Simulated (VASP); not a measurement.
## Nb: single point with LDA

Nb:

```
CELL_PARAMETERS angstrom
-1.59089 1.59089 1.59089
1.59089 -1.59089 1.59089
1.59089 1.59089 -1.59089
ATOMIC_POSITIONS crystal
Nb 0.00000 0.00000 0.00000
```

This cell differs from its parent crystal: volume scaled by 0.94.

```
Program             : VASP 6.6.1
Task                : single point
Functional          : LDA
Potentials or basis : VASP PAW LDA potentials, release 64 (Nb_sv)
Cutoff              : 520 eV
k mesh              : 16 × 16 × 16
Occupations         : fermi-dirac, width 0.1 eV
Spin                : no spin polarisation
```

```json
{
  "Pressure": "13.2 GPa"
}
```

Levels at points of the mesh, in eV from the Fermi level:
| k point | band 4 | band 5 | band 6 | band 7 | band 8 | band 9 |
| --- | --- | --- | --- | --- | --- | --- |
| (0.00, 0.00, 0.00) | -29.13 | -6.09 | 0.28 | 0.28 | 0.28 | 3.57 |
| (0.50, 0.00, 0.00) | -29.16 | -4.23 | -2.06 | 2.97 | 3.69 | 4.46 |
| (0.50, 0.50, 0.50) | -30.43 | -4.45 | -4.45 | 6.42 | 6.42 | 6.42 |

It took 10 s on 1 thread of Intel(R) Xeon(R) 6975P-C (Granite Rapids) (shared host), peak memory 0.13 GiB.
